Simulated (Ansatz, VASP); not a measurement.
# RbNa3Te2: VASP beside Ansatz

INCAR

```
SYSTEM = RbNa3Te2
  ALGO = Normal
  EDIFF = 1E-7
  ENCUT = 520
  GGA = PE
  ISIF = 2
  ISMEAR = 0
  LASPH = .TRUE.
  LCHARG = .FALSE.
  LREAL = .FALSE.
  LWAVE = .FALSE.
  NBANDS = 30
  NELM = 80
  PREC = Accurate
  SIGMA = 0.1
```

The input KPOINTS:

```
k-points
0
G
  6 6 2
  0 0 0
```

The input POSCAR:

```
RbNa3Te2
1.0
    4.6171943900      0.0000000000      0.0000000000
   -2.3085972000      3.9986076400      0.0000000000
    0.0000000000      0.0000000000      9.2475615200
Rb Na Te
1 3 2
Direct
    0.0000000000      0.0000000000      0.0000000000
    0.0000000000      0.0000000000      0.5000000000
    0.3333333300      0.6666666700      0.0000000000
    0.3333333300      0.6666666700      0.5000000000
    0.6666666700      0.3333333300      0.2376510100
    0.6666666700      0.3333333300      0.7623489900
```

Input for Ansatz:

```yaml
crystal:
  lattice:
    - [4.61719439, 0.0, 0.0]
    - [-2.3085972, 3.99860764, 0.0]
    - [0.0, 0.0, 9.24756152]
  atoms:
    - { symbol: Rb, position: [0.0, 0.0, 0.0] }
    - { symbol: Na, position: [0.0, 0.0, 0.5] }
    - { symbol: Na, position: [0.33333333, 0.66666667, 0.0] }
    - { symbol: Na, position: [0.33333333, 0.66666667, 0.5] }
    - { symbol: Te, position: [0.66666667, 0.33333333, 0.23765101] }
    - { symbol: Te, position: [0.66666667, 0.33333333, 0.76234899] }
basis:
  ecutwfc: 420
kpoints:
  mp_grid: { grid: [6, 6, 2] }
hamiltonian:
  xc: pbe
scf:
  occupations: { method: gaussian, width: 0.1 }
  lower_state_search: "off"
output:
  forces: true
  stress: true
  eigenvalues: true
```

Change from the starting cell: species swapped into the Ce2CoSi3 type (P-6m2, No. 187).

Alike in both runs: task single point; functional PBE; k mesh 6 × 6 × 2; occupations gaussian, width 0.1 eV; no spin polarisation.

|  | VASP | Ansatz |
| --- | --- | --- |
| version | VASP 6.6.1 | Ansatz 0.2.0 |
| potentials or method | VASP PAW PBE potentials, release 64 (Rb_sv, Na_pv, Te), cutoff 520 eV | scalar-relativistic, plane waves, PAW |
| valence electrons in the cell | 42 | 68 |

VASP gave:

```
gap on the k mesh at the Fermi level (eV)                     : 0.78
least direct gap on the mesh (eV)                             : 0.78
pressure (GPa)                                                : 3.1
traceless stress, the component that is largest in VASP (GPa) : -9.30
rms of the force components (eV/Å)                            : 0.356
```

**Question.** Estimate Ansatz's values.

**Answer.** gap on the k mesh at the Fermi level (eV): 0.78; least direct gap on the mesh (eV): 0.78; pressure (GPa): 3.1; traceless stress, the component that is largest in VASP (GPa): -9.29; rms of the force components (eV/Å): 0.354.

Atom by atom the forces differ by 0.002 eV/Å (rms over components). With one functional, cell and mesh, what is left measures potentials, basis and numerics. VASP's potentials hold 42 valence electrons a cell and Ansatz's 68, so a difference there can come from the potentials and not from the codes.

Spin-orbit coupling is off throughout.
